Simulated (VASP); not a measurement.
# Ru (P6_3/mmc) in VASP: further runs

Ru is run at these levels: r2SCAN; tasks: single point.

Program: VASP 6.6.1. These are calculated values, not measurements. Logs are shortened: lines on timing, memory, paths and dates and some standing lists are left out, and cuts for length are marked.

### Step 1. The cell of the first run

Symmetry: P6_3/mmc, No. 194, hexagonal system. The conventional cell has a = 2.655 Å, b = 2.655 Å, c = 8.519 Å, α = 90.00°, β = 90.00°, γ = 120.00°. Within 3.5 Å of Ru (site symmetry -3m) lie 12 Ru at 2.62 to 2.66 Å. Within 3.5 Å of Ru (site symmetry -6m2) lie 12 Ru at 2.62 to 2.66 Å.

### Step 2. Single point, r2SCAN, collinear spin, ferromagnetic start (13.00 Å³/atom)

File POSCAR:

```
Ru
1.0
    2.6550239499      0.0000000000      0.0000000000
   -1.3275119750      2.2993181883      0.0000000000
    0.0000000000      0.0000000000      8.5193790897
Ru
4
Direct
    1.0000000000      0.0000000000      0.0000000000
    1.0000000000      0.0000000000      0.5000000000
    0.3333333333      0.6666666667      0.2500000000
    0.6666666667      0.3333333333      0.7500000000
```

File INCAR.step1:

```
SYSTEM = Ru
  PREC = Accurate
  ENCUT = 520
  ISMEAR = -1
  SIGMA = 0.05
  LREAL = .False.
  LASPH = .True.
  NELM = 150
  ISPIN = 2
  MAGMOM = 1 1 1 1
  LMAXMIX = 4
  NBANDS = 40
  GGA = PE
  ALGO = Normal
  EDIFF = 1E-4
  LWAVE = .True.
  LCHARG = .False.
```

File INCAR.step2:

```
SYSTEM = Ru
  PREC = Accurate
  ENCUT = 520
  EDIFF = 1E-6
  ISMEAR = -1
  SIGMA = 0.05
  LREAL = .False.
  LASPH = .True.
  NELM = 150
  ALGO = Normal
  ISIF = 2
  LWAVE = .False.
  LCHARG = .True.
  ISPIN = 2
  MAGMOM = 1 1 1 1
  LORBIT = 11
  LMAXMIX = 4
  METAGGA = R2SCAN
  LMIXTAU = .True.
  LELF = .True.
  LVHAR = .True.
  NBANDS = 40
  ISTART = 1
```

File KPOINTS:

```
Automatic mesh
0
Gamma
  18 18 5
  0 0 0
```

Potentials or basis: VASP PAW PBE potentials, release 64 (Ru_pv).

Command:

```bash
$ cat potpaw_PBE.64/Ru_pv/POTCAR > POTCAR
$ cp INCAR.step1 INCAR
$ mpirun -np 1 vasp_std > vasp.out
$ cp INCAR.step2 INCAR
$ mpirun -np 1 vasp_std > vasp.out
```

OUTCAR:

```text
SYSTEM = Ru
   PREC = Accurate
   ENCUT = 520
   EDIFF = 1E-6
   ISMEAR = -1
   LREAL = .False.
   LASPH = .True.
   NELM = 150
   ISIF = 2
   ISPIN = 2
   LORBIT = 11
   METAGGA = R2SCAN
   ISTART = 1

 ion  position               nearest neighbor table
   1  0.000  0.000  0.000-   3 2.62   4 2.62   4 2.62   3 2.62   4 2.62   3 2.62
   2  0.000  0.000  0.500-   3 2.62   4 2.62   4 2.62   3 2.62   4 2.62   3 2.62
   3  0.333  0.667  0.250-   1 2.62   2 2.62   1 2.62   2 2.62   1 2.62   2 2.62
   4  0.667  0.333  0.750-   1 2.62   2 2.62   1 2.62   2 2.62   1 2.62   2 2.62

  LATTYP: Found a hexagonal cell.
 ALAT       =     2.6550239499
 C/A-ratio  =     3.2087767382

  Lattice vectors:

 A1 = (   2.6550239499,   0.0000000000,   0.0000000000)
 A2 = (  -1.3275119750,   2.2993181883,   0.0000000000)
 A3 = (   0.0000000000,   0.0000000000,   8.5193790897)

Analysis of symmetry for initial positions (statically):
=====================================================================
 Subroutine PRICEL returns:
 Original cell was already a primitive cell.

 Routine SETGRP: Setting up the symmetry group for a
 hexagonal supercell.

 Subroutine GETGRP returns: Found 24 space group operations
 (whereof 12 operations were pure point group operations)
 out of a pool of 24 trial point group operations.

The static configuration has the point symmetry D_3d.
 The point group associated with its full space group is D_6h.

Analysis of symmetry for dynamics (positions and initial velocities):
=====================================================================
 Subroutine PRICEL returns:
 Original cell was already a primitive cell.

 Routine SETGRP: Setting up the symmetry group for a
 hexagonal supercell.

 Subroutine GETGRP returns: Found 24 space group operations
 (whereof 12 operations were pure point group operations)
 out of a pool of 24 trial point group operations.

The dynamic configuration has the point symmetry D_3d.
 The point group associated with its full space group is D_6h.

Analysis of structural, dynamic, and magnetic symmetry:
=====================================================================
 Subroutine PRICEL returns:
 Original cell was already a primitive cell.

 Routine SETGRP: Setting up the symmetry group for a
 hexagonal supercell.

 Subroutine GETGRP returns: Found 24 space group operations
 (whereof 12 operations were pure point group operations)
 out of a pool of 24 trial point group operations.

The overall configuration has the point symmetry D_3d.
 The point group associated with its full space group is D_6h.

 Subroutine INISYM returns: Found 24 space group operations
 (whereof 12 operations are pure point group operations),
[... 130 lines left out ...]
   LRPA    =     F    only Hartree local field effects (RPA)
 spin polarized calculation
  energy-cutoff  :      520.00
  volume of cell :       52.01
 maximum number of plane-waves:      1431
 NGX is ok and might be reduce to    20
   NGX =  9   NGY =  9   NGZ = 31

 number of electron      56.0000006 magnetization      -0.0000009

 Free energy of the ion-electron system (eV)
  ---------------------------------------------------
  ext. energy  EPLUGINS =         0.00000000
  ---------------------------------------------------
  free energy    TOTEN  =      -101.26286676 eV

  energy without entropy =     -101.23406509  energy(sigma->0) =     -101.24846592

 E-fermi :  13.4908     XC(G=0): -15.7132

 val. band max:       13.4857614707   @ k =   0.1111   0.0556   0.2000
 cond. band min:      13.4949583519   @ k =   0.2222   0.2222   0.0000
 fundamental gap:      0.0091968812
 Fermi energy:        13.4907859075

 spin component 1

 k-point     1 :       0.0000    0.0000    0.0000
  band No.  band energies     occupation
      1     -31.6897      1.00000
      2     -31.0507      1.00000
      3     -30.9907      1.00000
      4     -30.5399      1.00000
      5     -30.5399      1.00000
      6     -30.4602      1.00000
[... 1021 lines left out ...]
     39      22.0168      0.00000
     40      22.0176      0.00000

 [... further k-points ...]

 spin component 2

 k-point     1 :       0.0000    0.0000    0.0000
  band No.  band energies     occupation
      1     -31.6897      1.00000
      2     -31.0507      1.00000
      3     -30.9907      1.00000
      4     -30.5399      1.00000
      5     -30.5399      1.00000
      6     -30.4602      1.00000
[... 1021 lines left out ...]
     39      22.0168      0.00000
     40      22.0176      0.00000

 [... further k-points ...]

------------------------ aborting loop because EDIFF is reached ----------------------------------------

  FORCE on cell =-STRESS in cart. coord.  units (eV):
  Direction    XX          YY          ZZ          XY          YZ          ZX
  --------------------------------------------------------------------------------------
  -------------------------------------------------------------------------------------
  Total        5.2149554      5.2149554      5.9221112     -0.0000000      0.0000000      0.0000000
  in kB      160.6518470    160.6518470    182.4364785     -0.0000000      0.0000000      0.0000000
  external PRESSURE =     167.9133908 kB  Pullay stress =       0.0000000 kB

 VOLUME and BASIS-vectors are now :
 -----------------------------------------------------------------------------
  energy-cutoff  :      520.00
  volume of cell :       52.01
      direct lattice vectors                 reciprocal lattice vectors
     2.655023950  0.000000000  0.000000000     0.376644437  0.217455767  0.000000000
    -1.327511975  2.299318188  0.000000000     0.000000000  0.434911534  0.000000000
     0.000000000  0.000000000  8.519379090     0.000000000  0.000000000  0.117379446

 POSITION                                       TOTAL-FORCE (eV/Angst)
 -----------------------------------------------------------------------------------
      0.00000      0.00000      0.00000         0.000000      0.000000     -0.000000
      0.00000      0.00000      4.25969        -0.000000      0.000000     -0.000000
     -0.00000      1.53288      2.12984         0.000000     -0.000000      0.000000
      1.32751      0.76644      6.38953        -0.000000      0.000000     -0.000000
 -----------------------------------------------------------------------------------
    total drift:                                0.000000     -0.000000      0.000000

  FREE ENERGIE OF THE ION-ELECTRON SYSTEM (eV)
  ---------------------------------------------------
  free  energy   TOTEN  =      -101.2628667569 eV

  energy  without entropy=     -101.2340650850  energy(sigma->0) =     -101.24846592

 total charge

# of ion       s       p       d       tot
------------------------------------------
    1        0.428   6.340   6.003  12.770
    2        0.428   6.340   6.003  12.770
    3        0.427   6.339   6.010  12.776
    4        0.427   6.339   6.010  12.776
--------------------------------------------------
tot          1.710  25.358  24.025  51.093

 magnetization (x)

# of ion       s       p       d       tot
------------------------------------------
    1       -0.000  -0.000  -0.000  -0.000
    2       -0.000  -0.000  -0.000  -0.000
    3       -0.000  -0.000   0.000   0.000
    4       -0.000  -0.000   0.000   0.000
--------------------------------------------------
tot         -0.000  -0.000  -0.000  -0.000
```

Wall time 36 min (1 thread of Oxide Virtual Turin-like, shared host); peak memory 0.37 GiB.

Results:

```yaml
Free_energy: -101.2629 eV
Pressure: 16.8 GPa
Band_gap_on_the_k_mesh: zero (filled and empty bands overlap)
Net_moment: 0.00 μB per cell
Valence_electrons_inside_the_program's_atomic_spheres: Ru 12.77, 12.78 (each value once)
```

Stress tensor (GPa, compression positive):
```
16.07  0.00  0.00
 0.00 16.07  0.00
 0.00  0.00 18.24
```

Caveat: the cell stands under pressure; an empty level that is flat over the whole mesh can mark a ghost state of the potentials, or a narrow d or f band; the PAW data sets were made with another functional, which shifts forces and pressure a little.

(Part 1 of 2 ends here.)
